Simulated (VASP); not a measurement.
# Hf (Fm-3m) in VASP: a series of runs

Runs on Hf. Level: PBEsol. Tasks: single point, relaxation of volume and atoms at fixed shape.

Everything below comes from runs of VASP 6.6.1. Logs are shortened: lines on timing, memory, paths and dates and some standing lists are left out, and cuts for length are marked.

## (1) The cell of the first run

Symmetry: Fm-3m, No. 225, cubic system. The conventional cell has a = 4.427 Å, b = 4.427 Å, c = 4.427 Å, α = 90.00°, β = 90.00°, γ = 90.00°. Hf (site symmetry m-3m) has 12 Hf at 3.13 Å within 4.1 Å.

## (2) Single point, PBEsol

The input, INCAR:

```
PREC     = Accurate       # precision mode
ENCUT    = 500            # plane-wave cutoff, eV
EDIFF    = 1E-6           # SCF threshold, eV
ISMEAR   = 1              # smearing method
SIGMA    = 0.1            # smearing width, eV
LREAL    = False          # projectors in reciprocal space
LASPH    = True           # aspherical terms in the spheres
NELM     = 120            # most SCF steps
ALGO     = Normal         # electronic algorithm
ISIF     = 2              # what is computed and relaxed
LWAVE    = False          # write WAVECAR
LCHARG   = True           # write CHGCAR
GGA      = PS             # functional
LELF     = True           # ELF
LVHAR    = True         
NBANDS   = 11             # bands
GGA_COMPAT= False
```

The input, KPOINTS:

```
regular mesh
0
Gamma
  9 9 9
```

The input, POSCAR:

```
Hf
1.0
    0.0000000000      2.2136669496      2.2136669496
    2.2136669496      0.0000000000      2.2136669496
    2.2136669496      2.2136669496      0.0000000000
Hf
1
Direct
    0.0000000000      0.0000000000      0.0000000000
```

Potentials or basis: VASP PAW PBE potentials, release 64 (Hf_pv).

On the command line:

```
cat potpaw_PBE.64/Hf_pv/POTCAR > POTCAR
mpirun -np 1 vasp_std > vasp.out
```

OUTCAR:

```text
PREC = Accurate
   ENCUT = 500
   EDIFF = 1E-6
   ISMEAR = 1
   LREAL = False
   LASPH = True
   NELM = 120
   ISIF = 2
   GGA = PS

 ion  position               nearest neighbor table
   1  0.000  0.000  0.000-

  LATTYP: Found a face centered cubic cell.
 ALAT       =     4.4273338992

  Lattice vectors:

 A1 = (   0.0000000000,   2.2136669496,   2.2136669496)
 A2 = (   2.2136669496,   0.0000000000,   2.2136669496)
 A3 = (   2.2136669496,   2.2136669496,   0.0000000000)

Analysis of symmetry for initial positions (statically):
=====================================================================
 Subroutine PRICEL returns:
 Original cell was already a primitive cell.

 Routine SETGRP: Setting up the symmetry group for a
 face centered cubic supercell.

 Subroutine GETGRP returns: Found 48 space group operations
 (whereof 48 operations were pure point group operations)
 out of a pool of 48 trial point group operations.

The static configuration has the point symmetry O_h .

Analysis of symmetry for dynamics (positions and initial velocities):
=====================================================================
 Subroutine PRICEL returns:
 Original cell was already a primitive cell.

 Routine SETGRP: Setting up the symmetry group for a
 face centered cubic supercell.

 Subroutine GETGRP returns: Found 48 space group operations
 (whereof 48 operations were pure point group operations)
 out of a pool of 48 trial point group operations.

The dynamic configuration has the point symmetry O_h .

 Subroutine INISYM returns: Found 48 space group operations
 (whereof 48 operations are pure point group operations),
 and found     1 'primitive' translations

----------------------------------------------------------------------------------------

                                     Primitive cell

  volume of cell :      21.6954

  direct lattice vectors                    reciprocal lattice vectors
     0.000000000  2.213666950  2.213666950    -0.225869569  0.225869569  0.225869569
     2.213666950  0.000000000  2.213666950     0.225869569 -0.225869569  0.225869569
     2.213666950  2.213666950  0.000000000     0.225869569  0.225869569 -0.225869569

  length of vectors
     3.130597823  3.130597823  3.130597823     0.391217570  0.391217570  0.391217570

  position of ions in fractional coordinates (direct lattice)
     0.000000000  0.000000000  0.000000000

  ion indices of the primitive-cell ions
   primitive index   ion index
                 1           1

----------------------------------------------------------------------------------------

 KPOINTS: regular mesh

Automatic generation of k-mesh.
 Grid dimensions read from file:
 generate k-points for:    9    9    9

 Generating k-lattice:

  Cartesian coordinates                     Fractional coordinates (reciprocal lattice)
    -0.025096619  0.025096619  0.025096619     0.111111111  0.000000000  0.000000000
     0.025096619 -0.025096619  0.025096619     0.000000000  0.111111111  0.000000000
     0.025096619  0.025096619 -0.025096619     0.000000000  0.000000000  0.111111111

  Length of vectors
     0.043468619  0.043468619  0.043468619

  Shift w.r.t. Gamma in fractional coordinates (k-lattice)
     0.000000000  0.000000000  0.000000000

 Subroutine IBZKPT returns following result:
 ===========================================

 Found     35 irreducible k-points:

 Following reciprocal coordinates:
            Coordinates               Weight
  0.000000  0.000000  0.000000      1.000000
  0.111111  0.000000  0.000000      8.000000
  0.222222  0.000000  0.000000      8.000000
  0.333333  0.000000  0.000000      8.000000
  0.444444  0.000000  0.000000      8.000000
  0.111111  0.111111  0.000000      6.000000
[... 16 lines left out ...]
 -0.333333  0.333333  0.000000     12.000000
  0.444444  0.444444  0.000000      6.000000
 [... further k-points ...]
   k-points           NKPTS =     35   k-points in BZ     NKDIM =     35   number of bands    NBANDS=     11
   number of dos      NEDOS =    301   number of ions     NIONS =      1
   total plane-waves  NPLWV =  13824
   dimension x,y,z NGX =    24 NGY =   24 NGZ =   24
   dimension x,y,z NGXF=    48 NGYF=   48 NGZF=   48
   ions per type =               1
   NGX,Y,Z   is equivalent  to a cutoff of  12.74, 12.74, 12.74 a.u.
   NGXF,Y,Z  is equivalent  to a cutoff of  25.49, 25.49, 25.49 a.u.
 SYSTEM =  unknown system
   PREC   = accura    normal or accurate (medium, high low for compatibility)
   ISTART =      0    job   : 0-new  1-cont  2-samecut
   ICHARG =      2    charge: 1-file 2-atom 10-const
   ISPIN  =      1    spin polarized calculation?
   LNONCOLLINEAR =      F non collinear calculations
   LSORBIT =      F    spin-orbit coupling
   LASPH  =      T    aspherical Exc in radial PAW
   ENCUT  =  500.0 eV  36.75 Ry    6.06 a.u.   5.71  5.71  5.71*2*pi/ulx,y,z
   NELM   =    120;   NELMIN=  2; NELMDL= -5     # of ELM steps
   EDIFF  = 0.1E-05   stopping-criterion for ELM
   LREAL  =      F    real-space projection
   EDIFFG = 0.1E-04   stopping-criterion for IOM
   NSW    =      0    number of steps for IOM
   IBRION =     -1    ionic relax: 0-MD 1-quasi-New 2-CG
   NFREE  =      0    steps in history (QN), initial steepest desc. (CG)
   ISIF   =      2    stress and relaxation
   ISYM   =      2    0-nonsym 1-usesym 2-fastsym
   POTIM  = 0.5000    time-step for ionic-motion
   TEBEG  =    0.0;   TEEND  =   0.0 temperature during run
   PSTRESS=    0.0 pullay stress
   NELECT =      10.0000    total number of electrons
   NUPDOWN=      -1.0000    fix difference up-down
   EMIN   =  10.00;   EMAX   =-10.00  energy-range for DOS
   EFERMI =   0.00;   METHOD = LEGACY
   ISMEAR =     1;   SIGMA  =   0.10  broadening in eV -4-tet -1-fermi 0-gaus
   EFERMI_NEDOS =   21; number of points for ismear=-14 and -15
   IALGO  =     38    algorithm
   IMIX   =      4    mixing-type and parameters
     AMIX     =   0.40;   BMIX     =  1.00
     AMIX_MAG =   1.60;   BMIX_MAG =  1.00
  volume/ion in A,a.u.               =      21.70       146.41
  Fermi-wavevector in a.u.,A,eV,Ry     =   1.264598  2.389744 21.758553  1.599209
  Thomas-Fermi vector in A             =   2.397895
   LORBIT       =      0    0 simple, 1 ext, 2 COOP (PROOUT), +10 PAW based schemes
   GGA     = PS    functional components
   LHFCALC =     F    Hartree Fock is set to
   AEXX    =    0.0000 exact exchange contribution
   IVDW    =     0    specifies the selected vdW correction
   LEPSILON=     F    determine dielectric tensor
   LRPA    =     F    only Hartree local field effects (RPA)
 non-spin polarized calculation
 Methfessel and Paxton  Order N= 1 SIGMA  =   0.10
  energy-cutoff  :      500.00
  volume of cell :       21.70
 maximum number of plane-waves:       560
   NGX = 11   NGY = 11   NGZ = 11

 number of electron      10.0000000 magnetization

 Free energy of the ion-electron system (eV)
  ---------------------------------------------------
  ext. energy  EPLUGINS =         0.00000000
  ---------------------------------------------------
  free energy    TOTEN  =       -10.42411593 eV

  energy without entropy =      -10.42032609  energy(sigma->0) =      -10.42285265

 E-fermi :   4.8425     XC(G=0): -11.5360

 val. band max:        4.8073434279   @ k =   0.3333   0.0000   0.0000
 cond. band min:       4.8580753518   @ k =  -0.3333   0.2222   0.0000
 fundamental gap:      0.0507319239
 Fermi energy:         4.8424742272

 k-point     1 :       0.0000    0.0000    0.0000
  band No.  band energies     occupation
      1     -25.0684      2.00000
      2     -25.0684      2.00000
      3     -25.0684      2.00000
      4      -2.5266      2.00000
      5       6.1911     -0.00000
      6       6.1911     -0.00000
      7       6.1911     -0.00000
      8       9.0855      0.00000
      9       9.0855      0.00000
     10      16.2665      0.00000
     11      17.9350      0.00000

 k-point     2 :       0.1111    0.0000    0.0000
  band No.  band energies     occupation
      1     -25.1815      2.00000
      2     -25.0826      2.00000
      3     -25.0826      2.00000
      4      -2.0859      2.00000
      5       5.7726     -0.00000
      6       6.3888     -0.00000
      7       6.3888     -0.00000
      8       8.8814      0.00000
      9       8.8814      0.00000
     10      17.1863      0.00000
     11      17.9319      0.00000

 k-point     3 :       0.2222    0.0000    0.0000
  band No.  band energies     occupation
      1     -25.4587      2.00000
      2     -25.1184      2.00000
      3     -25.1184      2.00000
      4      -0.9315      2.00000
      5       5.0347     -0.02037
      6       6.5932     -0.00000
      7       6.5932     -0.00000
      8       8.9058      0.00000
      9       8.9058      0.00000
     10      16.7306      0.00000
     11      17.9380      0.00000

 k-point     4 :       0.3333    0.0000    0.0000
  band No.  band energies     occupation
      1     -25.7596      2.00000
      2     -25.1587      2.00000
      3     -25.1587      2.00000
      4       0.3583      2.00000
      5       4.8073      1.55588
      6       6.2987     -0.00000
      7       6.2987     -0.00000
      8       9.9208      0.00000
      9       9.9208      0.00000
     10      15.3460      0.00000
     11      17.9208      0.00000
[... 239 lines left out ...]
 k-point    22 :      -0.4444    0.3333    0.0000
  band No.  band energies     occupation
      1     -25.8081      2.00000
      2     -25.5276      2.00000
      3     -25.3312      2.00000
      4       2.2788      2.00000
      5       3.2585      2.00000
      6       5.7164     -0.00000
      7       8.8636      0.00000
      8      11.3169      0.00000
      9      12.1881      0.00000
     10      13.8257      0.00000
     11      17.8977      0.00000

 k-point    23 :      -0.3333    0.3333    0.0000
  band No.  band energies     occupation
      1     -25.6814      2.00000
      2     -25.6741      2.00000
      3     -25.2815      2.00000
      4       2.9930      2.00000
      5       3.4810      2.00000
      6       5.0743     -0.00502
      7       8.1288      0.00000
      8      10.2228      0.00000
      9      11.4303      0.00000
     10      16.4683      0.00000
     11      16.8718      0.00000

 k-point    24 :       0.4444    0.4444    0.0000
  band No.  band energies     occupation
      1     -25.8935      2.00000
      2     -25.3838      2.00000
      3     -25.3838      2.00000
      4       1.4219      2.00000
      5       2.6232      2.00000
      6       7.1338      0.00000
      7      11.2287      0.00000
      8      11.3879      0.00000
      9      11.3879      0.00000
     10      15.6727      0.00000
     11      15.6727      0.00000

 [... further k-points ...]

------------------------ aborting loop because EDIFF is reached ----------------------------------------

  FORCE on cell =-STRESS in cart. coord.  units (eV):
  Direction    XX          YY          ZZ          XY          YZ          ZX
  --------------------------------------------------------------------------------------
  -------------------------------------------------------------------------------------
  Total       -0.0495369     -0.0495369     -0.0495369     -0.0000000      0.0000000     -0.0000000
  in kB       -3.6582424     -3.6582424     -3.6582424     -0.0000000      0.0000000     -0.0000000
  external PRESSURE =      -3.6582424 kB  Pullay stress =       0.0000000 kB

 VOLUME and BASIS-vectors are now :
 -----------------------------------------------------------------------------
  energy-cutoff  :      500.00
  volume of cell :       21.70
      direct lattice vectors                 reciprocal lattice vectors
     0.000000000  2.213666950  2.213666950    -0.225869569  0.225869569  0.225869569
     2.213666950  0.000000000  2.213666950     0.225869569 -0.225869569  0.225869569
     2.213666950  2.213666950  0.000000000     0.225869569  0.225869569 -0.225869569

 POSITION                                       TOTAL-FORCE (eV/Angst)
 -----------------------------------------------------------------------------------
      0.00000      0.00000      0.00000         0.000000      0.000000      0.000000
 -----------------------------------------------------------------------------------
    total drift:                               -0.000000      0.000000      0.000000

  FREE ENERGIE OF THE ION-ELECTRON SYSTEM (eV)
  ---------------------------------------------------
  free  energy   TOTEN  =       -10.4241159328 eV

  energy  without entropy=      -10.4203260943  energy(sigma->0) =      -10.42285265
```

It took 11 s on 1 thread of Intel Xeon 8259CL, shared host; peak memory 0.14 GiB.

Results:

- Free energy: -10.4241 eV
- Pressure: -0.4 GPa
- Band gap on the k mesh: zero (band 5 reaches 6.19 eV, above the bottom of band 6 at 4.24 eV)

Caveat: the PAW data sets were made with another functional, which shifts forces and pressure a little; spin-orbit coupling is left out, which moves the levels of the heavy elements.

## (3) Relaxation of volume and atoms at fixed shape, PBEsol

This run uses another cell than the first one, of 21.88 Å³/atom, 1.009 times its volume.

The input, INCAR:

```
SYSTEM = Hf
PREC = Accurate
ENCUT = 500
EDIFF = 1E-7
ISMEAR = 1
SIGMA = 0.1
LREAL = .False.
LASPH = .True.
NELM = 120
ALGO = Normal
ISIF = 8
LWAVE = .False.
LCHARG = .False.
GGA = PS
IBRION = 2
NSW = 60
EDIFFG = -0.03
GGA_COMPAT = .False.
NELMIN = 4
```

The input, KPOINTS:

```
regular mesh
0
Gamma
  9 9 9
  0 0 0
```

The input, POSCAR:

```
Hf
1.0
    0.0000000000      2.2200000000      2.2200000000
    2.2200000000      0.0000000000      2.2200000000
    2.2200000000      2.2200000000      0.0000000000
Hf
1
Direct
    0.0000000000      0.0000000000      0.0000000000
```

Potentials or basis: VASP PAW PBE potentials, release 64 (Hf_pv).

On the command line:

```
cat potpaw_PBE.64/Hf_pv/POTCAR > POTCAR
mpirun -np 1 vasp_std > vasp.out
```

Wall time 13 s (1 thread of Intel Xeon 8259CL, shared host); peak memory 0.15 GiB.

Results (log left out):

| Property | Result |
| --- | --- |
| Free energy | -10.4242 eV |
| Relaxed volume | 21.62 Å³/atom |
| Relaxed cell | a = 3.127 Å, b = 3.127 Å, c = 3.127 Å, α = 60.00°, β = 60.00°, γ = 60.00° |
| Space group after relaxing (to 0.05 Å) | Fm-3m (No. 225) |
| Energy gained by relaxing | 1.0 meV/atom |
| Ionic steps | 3 |
| Pressure after relaxing | 0.0 GPa |
| Band gap on the k mesh | zero (band 5 reaches 6.22 eV, above the bottom of band 6 at 4.26 eV) |

Step by step:
```csv
step,energy change (eV),largest force (eV/Å),pressure (GPa),volume (Å³)
1,0.0000,0.0000,-1.28,21.88
2,0.0003,0.0000,1.49,21.33
3,-0.0010,0.0000,-0.01,21.62
```

Final structure:
```
Hf
1.0
     0.00000    2.21121    2.21121
     2.21121    0.00000    2.21121
     2.21121    2.21121    0.00000
Hf
1
Direct
  0.00000 0.00000 0.00000
```

Levels at points of the mesh, in eV from the Fermi level:
```csv
k point,band 1,band 2,band 3,band 4,band 5,band 6,band 7,band 8,band 9
"(0.00, 0.00, 0.00)",-29.90,-29.90,-29.90,-7.38,1.35,1.35,1.35,4.26,4.26
```

Caveat: the PAW data sets were made with another functional, which shifts forces and pressure a little; spin-orbit coupling is left out, which moves the levels of the heavy elements.
